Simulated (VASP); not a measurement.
# BN (P6_3/mmc) in VASP: notebook

Runs on BN. Level: r2SCAN. Tasks: electric field gradients, phonons.

Everything below comes from runs of VASP 6.6.1. Logs are shortened: lines on timing, memory, paths and dates and some standing lists are left out, and cuts for length are marked.

### Step 1. The cell of the first run

Symmetry: P6_3/mmc, No. 194, hexagonal system. The conventional cell has a = 2.501 Å, b = 2.501 Å, c = 6.887 Å, α = 90.00°, β = 90.00°, γ = 120.00°. B (site symmetry -6m2) has 3 N at 1.44 Å within 1.9 Å. N (site symmetry -6m2) has 3 B at 1.44 Å within 1.9 Å.

### Step 2. Electric field gradients, r2SCAN

The input, POSCAR:

```
BN
1.0
    2.5008899493      0.0000000000      0.0000000000
   -1.2504449746      2.1658342282      0.0000000000
    0.0000000000      0.0000000000      6.8871916437
B N
2 2
Direct
    0.3333333333      0.6666666667      0.2500000000
    0.6666666667      0.3333333333      0.7500000000
    0.3333333333      0.6666666667      0.7500000000
    0.6666666667      0.3333333333      0.2500000000
```

The input, INCAR.step1:

```
  PREC = Accurate
  ENCUT = 520
  ISMEAR = 0
  SIGMA = 0.05
  LREAL = F
  LASPH = T
  NELM = 60
  NBANDS = 16
  GGA = PE
  ALGO = Normal
  EDIFF = 1E-4
  LWAVE = T
  LCHARG = F
```

The input, INCAR.step2:

```
  PREC = Accurate
  ENCUT = 520
  EDIFF = 1E-8
  ISMEAR = 0
  SIGMA = 0.05
  LREAL = F
  LASPH = T
  NELM = 60
  ALGO = Normal
  ISIF = 2
  LWAVE = F
  LCHARG = F
  METAGGA = R2SCAN
  LMIXTAU = T
  LEFG = T
  NBANDS = 16
  ISTART = 1
```

The input, KPOINTS:

```
regular mesh
0
Gamma
  10 10 4
```

Potentials or basis: VASP PAW PBE potentials, release 64 (B, N).

The run is started by

```
cat potpaw_PBE.64/B/POTCAR potpaw_PBE.64/N/POTCAR > POTCAR
cp INCAR.step1 INCAR
mpirun -np 1 vasp_std > vasp.out
cp INCAR.step2 INCAR
mpirun -np 1 vasp_std > vasp.out
```

OUTCAR:

```text
PREC = Accurate
   ENCUT = 520
   EDIFF = 1E-8
   ISMEAR = 0
   LREAL = F
   LASPH = T
   NELM = 60
   ISIF = 2
   METAGGA = R2SCAN
   ISTART = 1

 ion  position               nearest neighbor table
   1  0.333  0.667  0.250-   4 1.44   4 1.44   4 1.44
   2  0.667  0.333  0.750-   3 1.44   3 1.44   3 1.44
   3  0.333  0.667  0.750-   2 1.44   2 1.44   2 1.44
   4  0.667  0.333  0.250-   1 1.44   1 1.44   1 1.44

  LATTYP: Found a hexagonal cell.
 ALAT       =     2.5008899493
 C/A-ratio  =     2.7538963262

  Lattice vectors:

 A1 = (   2.5008899493,   0.0000000000,   0.0000000000)
 A2 = (  -1.2504449746,   2.1658342282,   0.0000000000)
 A3 = (   0.0000000000,   0.0000000000,   6.8871916437)

Analysis of symmetry for initial positions (statically):
=====================================================================
 Subroutine PRICEL returns:
 Original cell was already a primitive cell.

 Routine SETGRP: Setting up the symmetry group for a
 hexagonal supercell.

 Subroutine GETGRP returns: Found 24 space group operations
 (whereof 12 operations were pure point group operations)
 out of a pool of 24 trial point group operations.

The static configuration has the point symmetry D_3d.
 The point group associated with its full space group is D_6h.

Analysis of symmetry for dynamics (positions and initial velocities):
=====================================================================
 Subroutine PRICEL returns:
 Original cell was already a primitive cell.

 Routine SETGRP: Setting up the symmetry group for a
 hexagonal supercell.

 Subroutine GETGRP returns: Found 24 space group operations
 (whereof 12 operations were pure point group operations)
 out of a pool of 24 trial point group operations.

The dynamic configuration has the point symmetry D_3d.
 The point group associated with its full space group is D_6h.

 Subroutine INISYM returns: Found 24 space group operations
 (whereof 12 operations are pure point group operations),
 and found     1 'primitive' translations

----------------------------------------------------------------------------------------

                                     Primitive cell

  volume of cell :      37.3046

  direct lattice vectors                    reciprocal lattice vectors
     2.500889949  0.000000000  0.000000000     0.399857659  0.230857927  0.000000000
    -1.250444975  2.165834228  0.000000000     0.000000000  0.461715854  0.000000000
     0.000000000  0.000000000  6.887191644     0.000000000  0.000000000  0.145197063

  length of vectors
     2.500889949  2.500889949  6.887191644     0.461715854  0.461715854  0.145197063

  position of ions in fractional coordinates (direct lattice)
     0.333333333  0.666666667  0.250000000
     0.666666667  0.333333333  0.750000000
     0.333333333  0.666666667  0.750000000
     0.666666667  0.333333333  0.250000000

  ion indices of the primitive-cell ions
   primitive index   ion index
                 1           1
                 2           2
                 3           3
                 4           4

----------------------------------------------------------------------------------------

 KPOINTS: regular mesh

Automatic generation of k-mesh.
 Grid dimensions read from file:
 generate k-points for:   10   10    4

 Generating k-lattice:

  Cartesian coordinates                     Fractional coordinates (reciprocal lattice)
     0.039985766  0.023085793  0.000000000     0.100000000  0.000000000  0.000000000
     0.000000000  0.046171585  0.000000000     0.000000000  0.100000000  0.000000000
     0.000000000  0.000000000  0.036299266     0.000000000  0.000000000  0.250000000

  Length of vectors
[... 43 lines left out ...]
   NGX,Y,Z   is equivalent  to a cutoff of  13.29, 13.29, 13.03 a.u.
   NGXF,Y,Z  is equivalent  to a cutoff of  26.59, 26.59, 26.07 a.u.
 SYSTEM =  unknown system
   PREC   = accura    normal or accurate (medium, high low for compatibility)
   ISTART =      1    job   : 0-new  1-cont  2-samecut
   ICHARG =      0    charge: 1-file 2-atom 10-const
   ISPIN  =      1    spin polarized calculation?
   LNONCOLLINEAR =      F non collinear calculations
   LSORBIT =      F    spin-orbit coupling
   LASPH  =      T    aspherical Exc in radial PAW
   ENCUT  =  520.0 eV  38.22 Ry    6.18 a.u.   4.65  4.65 12.81*2*pi/ulx,y,z
   NELM   =     60;   NELMIN=  2; NELMDL=  0     # of ELM steps
   EDIFF  = 0.1E-07   stopping-criterion for ELM
   LREAL  =      F    real-space projection
   EDIFFG = 0.1E-06   stopping-criterion for IOM
   NSW    =      0    number of steps for IOM
   IBRION =     -1    ionic relax: 0-MD 1-quasi-New 2-CG
   NFREE  =      0    steps in history (QN), initial steepest desc. (CG)
   ISIF   =      2    stress and relaxation
   ISYM   =      2    0-nonsym 1-usesym 2-fastsym
   POTIM  = 0.5000    time-step for ionic-motion
   TEBEG  =    0.0;   TEEND  =   0.0 temperature during run
   PSTRESS=    0.0 pullay stress
   NELECT =      16.0000    total number of electrons
   NUPDOWN=      -1.0000    fix difference up-down
   EMIN   =  10.00;   EMAX   =-10.00  energy-range for DOS
   EFERMI =   0.00;   METHOD = LEGACY
   ISMEAR =     0;   SIGMA  =   0.05  broadening in eV -4-tet -1-fermi 0-gaus
   EFERMI_NEDOS =   21; number of points for ismear=-14 and -15
   IALGO  =     38    algorithm
   IMIX   =      4    mixing-type and parameters
     AMIX     =   0.40;   BMIX     =  1.00
     AMIX_MAG =   1.60;   BMIX_MAG =  1.00
  volume/ion in A,a.u.               =       9.33        62.94
  Fermi-wavevector in a.u.,A,eV,Ry     =   1.234604  2.333062 20.738623  1.524246
  Thomas-Fermi vector in A             =   2.369287
   LORBIT       =      0    0 simple, 1 ext, 2 COOP (PROOUT), +10 PAW based schemes
   METAGGA = R2SCAN    functional components
   LHFCALC =     F    Hartree Fock is set to
   AEXX    =    0.0000 exact exchange contribution
   IVDW    =     0    specifies the selected vdW correction
   LEPSILON=     F    determine dielectric tensor
   LRPA    =     F    only Hartree local field effects (RPA)
 non-spin polarized calculation
 Gauss-broadening in eV      SIGMA  =   0.05
  energy-cutoff  :      520.00
  volume of cell :       37.30
 maximum number of plane-waves:      1034
 NGX is ok and might be reduce to    20
   NGX =  9   NGY =  9   NGZ = 25

 number of electron      16.0000000 magnetization

 Free energy of the ion-electron system (eV)
  ---------------------------------------------------
  ext. energy  EPLUGINS =         0.00000000
  ---------------------------------------------------
  free energy    TOTEN  =       -38.59611245 eV

  energy without entropy =      -38.59611245  energy(sigma->0) =      -38.59611245

 E-fermi :   1.9758     XC(G=0): -10.4994

 val. band max:        1.7552333071   @ k =   0.3000   0.3000   0.0000
 cond. band min:       6.6685316910   @ k =   0.5000   0.0000   0.0000
 fundamental gap:      4.9132983839
 Fermi energy:         1.9757838354

 k-point     1 :       0.0000    0.0000    0.0000
  band No.  band energies     occupation
      1     -17.0448      2.00000
      2     -16.8264      2.00000
      3      -4.5043      2.00000
      4      -2.6754      2.00000
      5       0.3895      2.00000
      6       0.3895      2.00000
[... 433 lines left out ...]
      3      -7.1857      2.00000
      4      -7.1449      2.00000
      5      -3.0662      2.00000
      6      -3.0293      2.00000
[... 8 lines left out ...]
     15      17.6696      0.00000
     16      20.2245      0.00000

 [... further k-points ...]

------------------------ aborting loop because EDIFF is reached ----------------------------------------

  FORCE on cell =-STRESS in cart. coord.  units (eV):
  Direction    XX          YY          ZZ          XY          YZ          ZX
  --------------------------------------------------------------------------------------
  -------------------------------------------------------------------------------------
  Total        0.1653988      0.1653988     -0.0649940      0.0000000      0.0000000      0.0000000
  in kB        7.1036407      7.1036407     -2.7913972      0.0000000      0.0000000      0.0000000
  external PRESSURE =       3.8052947 kB  Pullay stress =       0.0000000 kB

 VOLUME and BASIS-vectors are now :
 -----------------------------------------------------------------------------
  energy-cutoff  :      520.00
  volume of cell :       37.30
      direct lattice vectors                 reciprocal lattice vectors
     2.500889949  0.000000000  0.000000000     0.399857659  0.230857927  0.000000000
    -1.250444975  2.165834228  0.000000000     0.000000000  0.461715854  0.000000000
     0.000000000  0.000000000  6.887191644     0.000000000  0.000000000  0.145197063

 POSITION                                       TOTAL-FORCE (eV/Angst)
 -----------------------------------------------------------------------------------
     -0.00000      1.44389      1.72180        -0.000000      0.000000      0.000000
      1.25044      0.72194      5.16539         0.000000     -0.000000      0.000000
     -0.00000      1.44389      5.16539         0.000000     -0.000000      0.000000
      1.25044      0.72194      1.72180        -0.000000      0.000000      0.000000
 -----------------------------------------------------------------------------------
    total drift:                                0.000000     -0.000000      0.000000

  FREE ENERGIE OF THE ION-ELECTRON SYSTEM (eV)
  ---------------------------------------------------
  free  energy   TOTEN  =       -38.5961124519 eV

  energy  without entropy=      -38.5961124519  energy(sigma->0) =      -38.59611245

 Electric field gradients (V/A^2)
---------------------------------------------------------------------
 ion       V_xx      V_yy      V_zz      V_xy      V_xz      V_yz
---------------------------------------------------------------------
   1     -18.839   -18.839    37.678     0.000    -0.000     0.000
   2     -18.839   -18.839    37.678     0.000     0.000    -0.000
   3      -0.886    -0.887     1.773    -0.001     0.000    -0.000
   4      -0.886    -0.887     1.773    -0.001    -0.000     0.000
---------------------------------------------------------------------

 Electric field gradients after diagonalization (V/A^2)
 (convention: |V_zz| > |V_xx| > |V_yy|)
----------------------------------------------------------------------
 ion       V_xx      V_yy      V_zz     asymmetry (V_yy - V_xx)/ V_zz
----------------------------------------------------------------------
   1     -18.839   -18.839    37.678       0.000
   2     -18.839   -18.839    37.678       0.000
   3      -0.887    -0.886     1.773       0.001
   4      -0.887    -0.886     1.773       0.001
----------------------------------------------------------------------

           NMR quadrupolar parameters

 Cq : quadrupolar parameter    Cq=e*Q*V_zz/h
 eta: asymmetry parameters     (V_yy - V_xx)/ V_zz
 Q  : nuclear electric quadrupole moment in mb (millibarn)
----------------------------------------------------------------------
 ion       Cq(MHz)       eta       Q (mb)
----------------------------------------------------------------------
   1       0.091       0.000       1.000
   2       0.091       0.000       1.000
   3       0.004       0.001       1.000
   4       0.004       0.001       1.000
----------------------------------------------------------------------
```

Wall time 1.9 min (1 thread of Intel Xeon Platinum 8259CL at 2.50GHz (Skylake/Cascade Lake), shared host); peak memory 0.16 GiB.

What came out:

| Property | Result |
| --- | --- |
| Free energy | -38.5961 eV |
| Pressure | 0.4 GPa |
| Band gap on the k mesh | 4.91 eV (least direct gap 5.41 eV) |
| Largest electric field gradient by atom | B +37.7; N +1.8 V/Å² |

Stress tensor (GPa, compression positive):
```
 0.71  0.00  0.00
 0.00  0.71  0.00
 0.00  0.00 -0.28
```

Electric field gradients, principal values (V/Å²):
| atom | least | middle | greatest (by size) |
| --- | --- | --- | --- |
| 1 B | -18.839 | -18.839 | 37.678 |
| 2 B | -18.839 | -18.839 | 37.678 |
| 3 N | -0.886 | -0.887 | 1.773 |
| 4 N | -0.886 | -0.887 | 1.773 |

Caveat: without QUAD_EFG the Cq values of the log hold for a quadrupole moment of 1 mb, not for the nuclei; the PAW data sets were made with another functional, which shifts forces and pressure a little. A k mesh can miss the band edges.

(Continued in part 2 of 2.)
